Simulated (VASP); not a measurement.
# SiMo3 (Im-3m) in VASP: a series of runs

Runs on SiMo3. Level: PBE. Tasks: single point, relaxation of cell and atoms.

Program: VASP 6.6.1. These are calculated values, not measurements. Logs are shortened: lines on timing, memory, paths and dates and some standing lists are left out, and cuts for length are marked.

## 1. The cell of the first run

The structure is cubic, space group Im-3m (No. 229). Conventional cell: a = 5.162 Å, b = 5.162 Å, c = 5.162 Å, α = 90.00°, β = 90.00°, γ = 90.00°. Within 3.4 Å of Si (site symmetry m-3m) lie 6 Mo at 2.58 Å. Within 3.4 Å of Mo (site symmetry 4/mmm) lie 2 Si at 2.58 Å and 4 Mo at 2.58 Å.

## 2. Single point, PBE

The input, INCAR:

```
SYSTEM = SiMo3
  PREC = Accurate
  ENCUT = 520
  EDIFF = 1E-6
  ISMEAR = 0
  SIGMA = 0.1
  LREAL = .FALSE.
  LASPH = .TRUE.
  NELM = 60
  ALGO = Normal
  ISIF = 2
  LWAVE = .FALSE.
  LCHARG = .TRUE.
  GGA = PE
  LELF = .TRUE.
  LVHAR = .TRUE.
  NBANDS = 31
```

The input, KPOINTS:

```
regular mesh
0
G
  4 4 4
  0 0 0
```

The input, POSCAR:

```
SiMo3
1.0
   -2.5812254595      2.5812254595      2.5812254595
    2.5812254595     -2.5812254595      2.5812254595
    2.5812254595      2.5812254595     -2.5812254595
Si Mo
1 3
Direct
    0.0000000000      0.0000000000      0.0000000000
    0.0000000000      0.5000000000      0.5000000000
    0.5000000000      0.0000000000      0.5000000000
    0.5000000000      0.5000000000      0.0000000000
```

Potentials or basis: VASP PAW PBE potentials, release 64 (Si, Mo_sv).

Launch:

```bash
$ cat potpaw_PBE.64/Si/POTCAR potpaw_PBE.64/Mo_sv/POTCAR > POTCAR
$ mpirun -np 1 vasp_std > vasp.out
```

OUTCAR:

```text
SYSTEM = SiMo3
   PREC = Accurate
   ENCUT = 520
   EDIFF = 1E-6
   ISMEAR = 0
   LREAL = .FALSE.
   LASPH = .TRUE.
   NELM = 60
   ISIF = 2
   GGA = PE

 ion  position               nearest neighbor table
   1  0.000  0.000  0.000-   2 2.58   3 2.58   4 2.58   2 2.58   3 2.58   4 2.58
   2  0.000  0.500  0.500-   1 2.58   3 2.58   4 2.58   1 2.58   4 2.58   3 2.58
   3  0.500  0.000  0.500-   1 2.58   2 2.58   4 2.58   4 2.58   1 2.58   2 2.58
   4  0.500  0.500  0.000-   1 2.58   2 2.58   3 2.58   3 2.58   2 2.58   1 2.58

  LATTYP: Found a body centered cubic cell.
 ALAT       =     5.1624509190

  Lattice vectors:

 A1 = (  -2.5812254595,   2.5812254595,   2.5812254595)
 A2 = (   2.5812254595,  -2.5812254595,   2.5812254595)
 A3 = (   2.5812254595,   2.5812254595,  -2.5812254595)

Analysis of symmetry for initial positions (statically):
=====================================================================
 Subroutine PRICEL returns:
 Original cell was already a primitive cell.

 Routine SETGRP: Setting up the symmetry group for a
 body centered cubic supercell.

 Subroutine GETGRP returns: Found 48 space group operations
[... 9 lines left out ...]

 Routine SETGRP: Setting up the symmetry group for a
 body centered cubic supercell.

 Subroutine GETGRP returns: Found 48 space group operations
[... 11 lines left out ...]
                                     Primitive cell

  volume of cell :      68.7920

  direct lattice vectors                    reciprocal lattice vectors
    -2.581225460  2.581225460  2.581225460     0.000000000  0.193706442  0.193706442
     2.581225460 -2.581225460  2.581225460     0.193706442  0.000000000  0.193706442
     2.581225460  2.581225460 -2.581225460     0.193706442  0.193706442  0.000000000

  length of vectors
     4.470813642  4.470813642  4.470813642     0.273942278  0.273942278  0.273942278

  position of ions in fractional coordinates (direct lattice)
     0.000000000  0.000000000  0.000000000
     0.000000000  0.500000000  0.500000000
     0.500000000  0.000000000  0.500000000
     0.500000000  0.500000000  0.000000000

  ion indices of the primitive-cell ions
   primitive index   ion index
                 1           1
                 2           2
                 3           3
                 4           4

----------------------------------------------------------------------------------------

 KPOINTS: regular mesh

[... 47 lines left out ...]
   LASPH  =      T    aspherical Exc in radial PAW
   ENCUT  =  520.0 eV  38.22 Ry    6.18 a.u.   8.31  8.31  8.31*2*pi/ulx,y,z
   NELM   =     60;   NELMIN=  2; NELMDL= -5     # of ELM steps
   EDIFF  = 0.1E-05   stopping-criterion for ELM
   LREAL  =      F    real-space projection
   EDIFFG = 0.1E-04   stopping-criterion for IOM
   NSW    =      0    number of steps for IOM
   IBRION =     -1    ionic relax: 0-MD 1-quasi-New 2-CG
   NFREE  =      0    steps in history (QN), initial steepest desc. (CG)
   ISIF   =      2    stress and relaxation
   ISYM   =      2    0-nonsym 1-usesym 2-fastsym
   POTIM  = 0.5000    time-step for ionic-motion
   TEBEG  =    0.0;   TEEND  =   0.0 temperature during run
   PSTRESS=    0.0 pullay stress
   NELECT =      46.0000    total number of electrons
   NUPDOWN=      -1.0000    fix difference up-down
   EMIN   =  10.00;   EMAX   =-10.00  energy-range for DOS
   EFERMI =   0.00;   METHOD = LEGACY
   ISMEAR =     0;   SIGMA  =   0.10  broadening in eV -4-tet -1-fermi 0-gaus
   EFERMI_NEDOS =   21; number of points for ismear=-14 and -15
   IALGO  =     38    algorithm
   IMIX   =      4    mixing-type and parameters
     AMIX     =   0.40;   BMIX     =  1.00
     AMIX_MAG =   1.60;   BMIX_MAG =  1.00
  volume/ion in A,a.u.               =      17.20       116.06
  Fermi-wavevector in a.u.,A,eV,Ry     =   1.431577  2.705289 27.883969  2.049414
  Thomas-Fermi vector in A             =   2.551299
   LORBIT       =      0    0 simple, 1 ext, 2 COOP (PROOUT), +10 PAW based schemes
   GGA     = PE    functional components
   LHFCALC =     F    Hartree Fock is set to
   AEXX    =    0.0000 exact exchange contribution
   IVDW    =     0    specifies the selected vdW correction
   LEPSILON=     F    determine dielectric tensor
   LRPA    =     F    only Hartree local field effects (RPA)
 non-spin polarized calculation
 Gauss-broadening in eV      SIGMA  =   0.10
  energy-cutoff  :      520.00
  volume of cell :       68.79
 maximum number of plane-waves:      1878
 NGX is ok and might be reduce to    36
   NGX = 17   NGY = 17   NGZ = 17

 number of electron      46.0000007 magnetization

 Free energy of the ion-electron system (eV)
  ---------------------------------------------------
  ext. energy  EPLUGINS =         0.00000000
  ---------------------------------------------------
  free energy    TOTEN  =       -33.96840481 eV

  energy without entropy =      -33.90096441  energy(sigma->0) =      -33.93468461

 E-fermi :  10.0549     XC(G=0): -12.1388

 val. band max:       10.0427330717   @ k =   0.2500   0.2500   0.0000
 cond. band min:      10.0639520567   @ k =   0.0000   0.0000   0.0000
 fundamental gap:      0.0212189850
 Fermi energy:        10.0548806493

 k-point     1 :       0.0000    0.0000    0.0000
  band No.  band energies     occupation
      1     -50.8642      2.00000
      2     -50.5480      2.00000
      3     -50.5480      2.00000
      4     -25.5126      2.00000
      5     -25.5126      2.00000
      6     -25.5126      2.00000
[... 261 lines left out ...]
     30      12.9386      0.00000
     31      15.2211      0.00000

------------------------ aborting loop because EDIFF is reached ----------------------------------------

  FORCE on cell =-STRESS in cart. coord.  units (eV):
  Direction    XX          YY          ZZ          XY          YZ          ZX
  --------------------------------------------------------------------------------------
  -------------------------------------------------------------------------------------
  Total        0.0874703      0.0874703      0.0874703      0.0000000     -0.0000000      0.0000000
  in kB        2.0371995      2.0371995      2.0371995      0.0000000     -0.0000000      0.0000000
  external PRESSURE =       2.0371995 kB  Pullay stress =       0.0000000 kB

 VOLUME and BASIS-vectors are now :
 -----------------------------------------------------------------------------
  energy-cutoff  :      520.00
  volume of cell :       68.79
      direct lattice vectors                 reciprocal lattice vectors
    -2.581225460  2.581225460  2.581225460     0.000000000  0.193706442  0.193706442
     2.581225460 -2.581225460  2.581225460     0.193706442  0.000000000  0.193706442
     2.581225460  2.581225460 -2.581225460     0.193706442  0.193706442  0.000000000

 POSITION                                       TOTAL-FORCE (eV/Angst)
 -----------------------------------------------------------------------------------
      0.00000      0.00000      0.00000         0.000000     -0.000000     -0.000000
      2.58123      0.00000      0.00000        -0.000000      0.000000      0.000000
      0.00000      2.58123      0.00000        -0.000000      0.000000     -0.000000
      0.00000      0.00000      2.58123         0.000000     -0.000000      0.000000
 -----------------------------------------------------------------------------------
    total drift:                                0.000000      0.000000     -0.000000

  FREE ENERGIE OF THE ION-ELECTRON SYSTEM (eV)
  ---------------------------------------------------
  free  energy   TOTEN  =       -33.9684048149 eV

  energy  without entropy=      -33.9009644097  energy(sigma->0) =      -33.93468461
```

OSZICAR:

```text
N       E                     dE             d eps       ncg     rms          rms(c)
DAV:   1     0.514435977268E+03    0.51444E+03   -0.28371E+04   496   0.149E+03
DAV:   2    -0.208592149186E+02   -0.53530E+03   -0.51817E+03   559   0.467E+02
DAV:   3    -0.355037944985E+02   -0.14645E+02   -0.13822E+02   656   0.736E+01
DAV:   4    -0.356782994926E+02   -0.17450E+00   -0.17401E+00   532   0.739E+00
DAV:   5    -0.356808770954E+02   -0.25776E-02   -0.25753E-02   618   0.876E-01    0.215E+01
DAV:   6    -0.341025220131E+02    0.15784E+01   -0.73656E+00   532   0.146E+01    0.578E+00
DAV:   7    -0.339925880840E+02    0.10993E+00   -0.37163E-01   531   0.273E+00    0.331E+00
DAV:   8    -0.339710570438E+02    0.21531E-01   -0.96588E-02   553   0.174E+00    0.897E-01
DAV:   9    -0.339698716120E+02    0.11854E-02   -0.18561E-02   531   0.828E-01    0.241E-01
DAV:  10    -0.339684362234E+02    0.14354E-02   -0.39802E-03   503   0.271E-01    0.890E-02
DAV:  11    -0.339684248767E+02    0.11347E-04   -0.29108E-04   559   0.908E-02    0.408E-02
DAV:  12    -0.339684063234E+02    0.18553E-04   -0.47393E-05   538   0.308E-02    0.692E-03
DAV:  13    -0.339684048693E+02    0.14541E-05   -0.30451E-06   423   0.804E-03    0.288E-03
DAV:  14    -0.339684048149E+02    0.54413E-07   -0.99957E-08   283   0.205E-03
   1 F= -.33968405E+02 E0= -.33934685E+02  d E =-.674404E-01
```

stdout:

```text
POSCAR found type information on POSCAR SiMo
 POSCAR found :  2 types and       4 ions
 scaLAPACK will be used
 LDA part: xc-table for (Slater+PW92), standard interpolation
 POSCAR, INCAR and KPOINTS ok, starting setup
 FFT: planning ... GRIDC
 FFT: planning ... GRID_SOFT
 FFT: planning ... GRID
 WAVECAR not read
 entering main loop
```

Run time: 23 s. Hardware: 1 thread of Intel Xeon Platinum 8259CL at 2.50GHz (Skylake/Cascade Lake), shared host; peak memory 0.2 GiB.

What came out:

```yaml
Free_energy: -33.9684 eV
Pressure: 0.2 GPa
Band_gap_on_the_k_mesh: zero (band 23 reaches 10.84 eV, above the bottom of band 24 at 9.74 eV)
```

Caveat: the k points lie up to 0.43 Å⁻¹ apart.

## 3. Single point, PBE

This run uses another cell than the first one, of 19.04 Å³/atom, 1.107 times its volume.

Edit INCAR of step 2 so:

```diff
@@ -3,3 +3,3 @@
   ENCUT = 520
-  EDIFF = 1E-6
+  EDIFF = 1E-7
   ISMEAR = 0
@@ -9,3 +9,3 @@
   NELM = 60
-  ALGO = Normal
+  ALGO = Fast
   ISIF = 2
```

The input, KPOINTS:

```
Automatic mesh
0
G
  4 4 4
  0 0 0
```

The input, POSCAR:

```
SiMo3
1.0
   -2.6700869900      2.6700869900      2.6700869900
    2.6700869900     -2.6700869900      2.6700869900
    2.6700869900      2.6700869900     -2.6700869900
Si Mo
1 3
Direct
    0.0000000000      0.0000000000      0.0000000000
    0.0000000000      0.5000000000      0.5000000000
    0.5000000000      0.0000000000      0.5000000000
    0.5000000000      0.5000000000      0.0000000000
```

Potentials or basis: VASP PAW PBE potentials, release 64 (Si, Mo_sv).

Launch:

```bash
$ cat potpaw_PBE.64/Si/POTCAR potpaw_PBE.64/Mo_sv/POTCAR > POTCAR
$ mpirun -np 1 vasp_std > vasp.out
```

It took 32 s on 1 thread of Intel Xeon Platinum 8259CL at 2.50GHz (Skylake/Cascade Lake), shared host; peak memory 0.2 GiB.

Results (log left out):

```
Free energy            : -33.6311 eV
Pressure               : -13.7 GPa
Band gap on the k mesh : zero (band 23 reaches 9.39 eV, above the bottom of band 24 at 8.53 eV)
```

Levels at points of the mesh, in eV from the Fermi level:
```tsv
k point	band 19	band 20	band 21	band 22	band 23	band 24	band 25	band 26
(0.00, 0.00, 0.00)	-3.04	0.01	0.01	0.01	0.70	0.70	1.32	1.32
(0.50, 0.00, 0.00)	-1.47	-1.06	-0.67	-0.44	-0.35	-0.16	0.02	0.80
(0.50, 0.50, 0.50)	-2.42	-2.11	-2.11	-2.11	0.38	0.38	0.76	0.76
```

Caveat: the k points lie up to 0.42 Å⁻¹ apart.

## 4. Single point, PBE

This run uses another cell than the first one, of 17.14 Å³/atom, 0.996 times its volume.

The input, INCAR:

```
PREC = Accurate
ENCUT = 520
EDIFF = 1E-6
ISMEAR = 0
SIGMA = 0.1
LREAL = F
LASPH = T
NELM = 100
ALGO = Normal
ISIF = 2
LWAVE = F
LCHARG = F
GGA = PE
NBANDS = 31
```

The input, KPOINTS:

```
Automatic mesh
0
Gamma
  6 6 6
```

The input, POSCAR:

```
SiMo3
1.0
   -2.5781601797      2.5781601797      2.5781601797
    2.5781601797     -2.5781601797      2.5781601797
    2.5781601797      2.5781601797     -2.5781601797
Si Mo
1 3
Direct
    0.0000000000      0.0000000000      0.0000000000
    0.0000000000      0.5000000000      0.5000000000
    0.5000000000      0.0000000000      0.5000000000
    0.5000000000      0.5000000000      0.0000000000
```

Launch:

```bash
$ cat potpaw_PBE.64/Si/POTCAR potpaw_PBE.64/Mo_sv/POTCAR > POTCAR
$ mpirun -np 1 vasp_std > vasp.out
```

It took 34 s on 1 thread of Intel Xeon Platinum 8259CL at 2.50GHz (Skylake/Cascade Lake), shared host; peak memory 0.21 GiB.

The run converged. Its results:

```yaml
Free_energy: -34.0645 eV
Pressure: 0.3 GPa
Band_gap_on_the_k_mesh: zero (band 23 reaches 11.16 eV, above the bottom of band 24 at 9.77 eV)
```

Levels at points of the mesh, in eV from the Fermi level:
```tsv
k point	band 19	band 20	band 21	band 22	band 23	band 24	band 25	band 26
(0.00, 0.00, 0.00)	-3.56	0.00	0.00	0.00	0.75	0.75	1.43	1.43
(0.50, 0.00, 0.00)	-1.87	-1.25	-0.78	-0.53	-0.42	-0.36	-0.04	0.87
(0.50, 0.50, 0.50)	-2.95	-2.32	-2.32	-2.32	0.38	0.38	0.76	0.76
```

## 5. Relaxation of cell and atoms, PBE

This run uses another cell than the first one, of 19.04 Å³/atom, 1.107 times its volume.

The input, INCAR:

```
  PREC = Accurate
  ENCUT = 600
  EDIFF = 1E-6
  ISMEAR = 0
  SIGMA = 0.1
  LREAL = F
  LASPH = T
  NELM = 60
  ALGO = Normal
  ISIF = 3
  LWAVE = F
  LCHARG = F
  GGA = PE
  IBRION = 2
  NSW = 90
  EDIFFG = -0.04
```

The input, KPOINTS:

```
regular mesh
0
Gamma
  4 4 4
```

The input, POSCAR:

```
SiMo3
1.0
   -2.6700869900      2.6700869900      2.6700869900
    2.6700869900     -2.6700869900      2.6700869900
    2.6700869900      2.6700869900     -2.6700869900
Si Mo
1 3
Direct
    0.0000000000      0.0000000000      0.0000000000
    0.0000000000      0.5000000000      0.5000000000
    0.5000000000      0.0000000000      0.5000000000
    0.5000000000      0.5000000000      0.0000000000
```

Launch:

```bash
$ cat potpaw_PBE.64/Si/POTCAR potpaw_PBE.64/Mo_sv/POTCAR > POTCAR
$ mpirun -np 1 vasp_std > vasp.out
```

Wall time 89 s (1 thread of Intel Xeon Platinum 8259CL at 2.50GHz (Skylake/Cascade Lake), shared host); peak memory 0.25 GiB.

The run converged. Its results:

```yaml
Free_energy: -33.9727 eV
Relaxed_volume: 17.23 Å³/atom
Relaxed_cell: a = 4.473 Å, b = 4.473 Å, c = 4.473 Å, α = 109.47°, β = 109.47°, γ = 109.47°
Space_group_after_relaxing_to_0.05_Å: Im-3m (No. 229)
Energy_gained_by_relaxing: 85.4 meV/atom
Ionic_steps: 4
Pressure_after_relaxing: -0.1 GPa
Band_gap_on_the_k_mesh: zero (band 23 reaches 10.82 eV, above the bottom of band 24 at 9.72 eV)
```

Step by step:
```
step  energy change (eV)  largest force (eV/Å)  pressure (GPa)  volume (Å³)
   1              0.0000                0.0000          -13.74        76.14
   2              0.5149                0.0000           33.29        59.53
   3             -0.3412                0.0000           -0.68        69.14
   4             -0.3418                0.0000           -0.11        68.90
```

Final structure:
```xyz
4
Lattice="-2.5826 2.5826 2.5826 2.5826 -2.5826 2.5826 2.5826 2.5826 -2.5826" Properties=species:S:1:pos:R:3 pbc="T T T"
Si    0.0000    0.0000    0.0000
Mo    0.0000    2.5826    2.5826
Mo    0.0000    2.5826    0.0000
Mo    2.5826    2.5826    0.0000
```

Levels at points of the mesh, in eV from the Fermi level:
| k point | band 19 | band 20 | band 21 | band 22 | band 23 | band 24 | band 25 | band 26 |
| --- | --- | --- | --- | --- | --- | --- | --- | --- |
| (0.00, 0.00, 0.00) | -3.48 | 0.01 | 0.01 | 0.01 | 0.79 | 0.79 | 1.48 | 1.48 |
| (0.50, 0.00, 0.00) | -1.80 | -1.20 | -0.72 | -0.48 | -0.36 | -0.31 | 0.02 | 0.91 |
| (0.50, 0.50, 0.50) | -2.87 | -2.29 | -2.29 | -2.29 | 0.41 | 0.41 | 0.81 | 0.81 |

Caveat: the k points lie up to 0.43 Å⁻¹ apart in the final cell.

## 6. Summary

| task | cell | k mesh | cutoff (eV) | gap on the mesh (eV) | pressure (GPa) |
| --- | --- | --- | --- | --- | --- |
| single point | a = 4.471 Å, angles 109.5°, 4 atoms | 4 × 4 × 4 | 520 | none | 0.2 |
| single point | a = 4.625 Å, angles 109.5°, 4 atoms | 4 × 4 × 4 | 520 | none | -13.7 |
| single point | a = 4.466 Å, angles 109.5°, 4 atoms | 6 × 6 × 6 | 520 | none | 0.3 |
| relaxation of cell and atoms | relaxed from a = 4.625 Å, angles 109.5°, 4 atoms | 4 × 4 × 4 | 600 | none | -0.1 |

Alike in all rows: level PBE; potentials or basis VASP PAW PBE potentials, release 64 (Si, Mo_sv); no spin polarisation; smearing gaussian 0.1 eV.

Caveats: some runs use coarse meshes.

Total energies depend on the potentials used, so only differences within one code and one set of settings carry meaning.
